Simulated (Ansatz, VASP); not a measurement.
## One calculation of As, two programs

```xyz
2
Lattice="2.9580 0.0000 0.0000 -1.4790 2.5617 0.0000 0.0000 0.0000 4.8304" Properties=species:S:1:pos:R:3 pbc="T T T"
As    0.0000    1.7078    1.2076
As    1.4790    0.8539    3.6228
```

Alike in both runs: task relaxation of cell and atoms; functional PBE; k mesh 12 × 12 × 7; occupations fermi-dirac, width 0.1 eV; no spin polarisation.

|  | VASP | Ansatz |
| --- | --- | --- |
| version | VASP 6.6.1 | Ansatz 0.2.0 |
| potentials or method | VASP PAW PBE potentials, release 64 (As), cutoff 600 eV | plane waves (420 eV) with PAW, scalar-relativistic |
| valence electrons in the cell | 10 | 30 |

```csv
,VASP,Ansatz,Ansatz less VASP
relaxed volume (Å³/atom),19.28,19.25,-0.023
relaxed cell length with the largest relative difference (Å),4.699,4.696,-0.0030
```

VASP's potentials hold 10 valence electrons a cell and Ansatz's 30, so a difference there can come from the potentials and not from the codes.
